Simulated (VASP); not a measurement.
A run of VASP 6.6.1:

File POSCAR:

```
Cs2LiYP6
1.0
    0.0000000000      4.8330620000      4.8330620000
    4.8330620000      0.0000000000      4.8330620000
    4.8330620000      4.8330620000      0.0000000000
Y P Li Cs
1 6 1 2
Direct
    0.0000000000      0.0000000000      0.0000000000
    0.7495400000      0.2504600000      0.2504600000
    0.2504600000      0.7495400000      0.2504600000
    0.2504600000      0.7495400000      0.7495400000
    0.7495400000      0.2504600000      0.7495400000
    0.2504600000      0.2504600000      0.7495400000
    0.7495400000      0.7495400000      0.2504600000
    0.5000000000      0.5000000000      0.5000000000
    0.2500000000      0.2500000000      0.2500000000
    0.7500000000      0.7500000000      0.7500000000
```

The input INCAR.step1:

```
PREC     = Accurate       # precision mode
ENCUT    = 520            # plane-wave cutoff, eV
EDIFF    = 1E-6           # SCF threshold, eV
ISMEAR   = -1             # smearing method
SIGMA    = 0.0257         # smearing width, eV
LREAL    = False          # projectors in reciprocal space
LASPH    = True           # aspherical terms in the spheres
NELM     = 100            # most SCF steps
ALGO     = Normal         # electronic algorithm
ISIF     = 2              # what is computed and relaxed
LWAVE    = False          # write WAVECAR
LCHARG   = True           # write CHGCAR
LMAXMIX  = 4              # l up to which the mixer works
GGA      = PE             # functional
NBANDS   = 42             # bands
```

File KPOINTS.step1:

```
regular mesh
0
Gamma
  6 6 6
```

Contents of INCAR.step2:

```
PREC     = Accurate       # precision mode
ENCUT    = 520            # plane-wave cutoff, eV
EDIFF    = 1E-6           # SCF threshold, eV
ISMEAR   = -5             # smearing method
SIGMA    = 0.0257         # smearing width, eV
LREAL    = False          # projectors in reciprocal space
LASPH    = True           # aspherical terms in the spheres
NELM     = 100            # most SCF steps
ALGO     = Normal         # electronic algorithm
ISIF     = 2              # what is computed and relaxed
LWAVE    = False          # write WAVECAR
LCHARG   = False          # write CHGCAR
LMAXMIX  = 4              # l up to which the mixer works
GGA      = PE             # functional
LORBIT   = 11             # projections on sites
NEDOS    = 1001           # points of the DOS
ICHARG   = 11             # starting density
```

KPOINTS.step2

```
regular mesh
0
Gamma
  9 9 9
```

Potentials or basis: VASP PAW PBE potentials, release 64 (Y_sv, P, Li_sv, Cs_sv).

Command:

```bash
$ cat potpaw_PBE.64/Y_sv/POTCAR potpaw_PBE.64/P/POTCAR potpaw_PBE.64/Li_sv/POTCAR potpaw_PBE.64/Cs_sv/POTCAR > POTCAR
$ cp INCAR.step1 INCAR
$ cp KPOINTS.step1 KPOINTS
$ mpirun -np 1 vasp_std > vasp.out
$ cp INCAR.step2 INCAR
$ cp KPOINTS.step2 KPOINTS
$ mpirun -np 1 vasp_std > vasp.out
```

Hardware: 1 thread of Intel(R) Xeon(R) Platinum 8488C (Sapphire Rapids), with other jobs on the host.

Task: How long does it take, and how much memory?

Result: Run time: 8 min on 1 thread of Intel(R) Xeon(R) Platinum 8488C (Sapphire Rapids) (shared host), peak memory 0.57 GiB. Counts: k points 35.
